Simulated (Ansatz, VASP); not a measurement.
Se in VASP and in Ansatz

```xyz
1
Lattice="0.0000 2.1702 2.1702 2.1702 0.0000 2.1702 2.1702 2.1702 0.0000" Properties=species:S:1:pos:R:3 pbc="T T T"
Se    0.0000    0.0000    0.0000
```

Alike in both runs: functional r2SCAN; k mesh 12 × 12 × 12; occupations fermi-dirac, width 0.1 eV; no spin polarisation.

Ansatz relaxed the structure, and its values are those at the end. VASP's run is a single point on that final structure, the one shown.

```csv
,VASP,Ansatz
version,VASP 6.6.1,Ansatz 0.2.0
potentials or method,"VASP PAW PBE potentials, release 64 (Se), cutoff 520 eV","plane waves (500 eV) with PAW, scalar-relativistic"
valence electrons in the cell,6,16
```

Ansatz gave:

```
pressure (GPa) : 0.0
```

Q: Which values does VASP return?

A: Pressure (GPa): -0.1.

VASP's potentials were made for PBE, not for r2SCAN. VASP's potentials hold 6 valence electrons a cell and Ansatz's 16, so a difference there can come from the potentials and not from the codes.
